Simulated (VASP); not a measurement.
A run of VASP 6.6.1 is set up as follows.

INCAR

```
ALGO = Normal
EDIFF = 1E-6
ENCUT = 520
GGA = PE
ISIF = 2
ISMEAR = 0
ISPIN = 2
LASPH = T
LCHARG = F
LDAU = T
LDAUJ = 0 0
LDAUL = 2 -1
LDAUPRINT = 1
LDAUTYPE = 2
LDAUU = 6.2 0
LMAXMIX = 4
LORBIT = 11
LREAL = F
LWAVE = F
MAGMOM = 1.05 0
NBANDS = 21
NELM = 150
PREC = Accurate
SIGMA = 0.1
```

File KPOINTS:

```
k-points
0
Gamma
  6 6 6
```

The input POSCAR:

```
WSe
1.0
    0.0000000000      3.1194900124      3.1194900124
    3.1194900124      0.0000000000      3.1194900124
    3.1194900124      3.1194900124      0.0000000000
W Se
1 1
Direct
    0.0000000000      0.0000000000      0.0000000000
    0.2500000000      0.2500000000      0.2500000000
```

Potentials or basis: VASP PAW PBE potentials, release 64 (W_sv, Se).

The run is started by

```sh
$ cat potpaw_PBE.64/W_sv/POTCAR potpaw_PBE.64/Se/POTCAR > POTCAR
$ mpirun -np 1 vasp_std > vasp.out
```

Predict the band gap on the k mesh.

zero (filled and empty bands overlap).

Estimate the site moments.

W +3.24; Se -0.20 μB.

Eigenvalues of the final occupation matrices:
```
    site  spin  trace               eigenvalues
site 1 d     1   3.28  0.60 0.60 0.60 0.75 0.75
site 1 d     2   0.16  0.01 0.01 0.04 0.04 0.04
```

Caveat: spin-orbit coupling is left out, which moves the levels of the heavy elements.
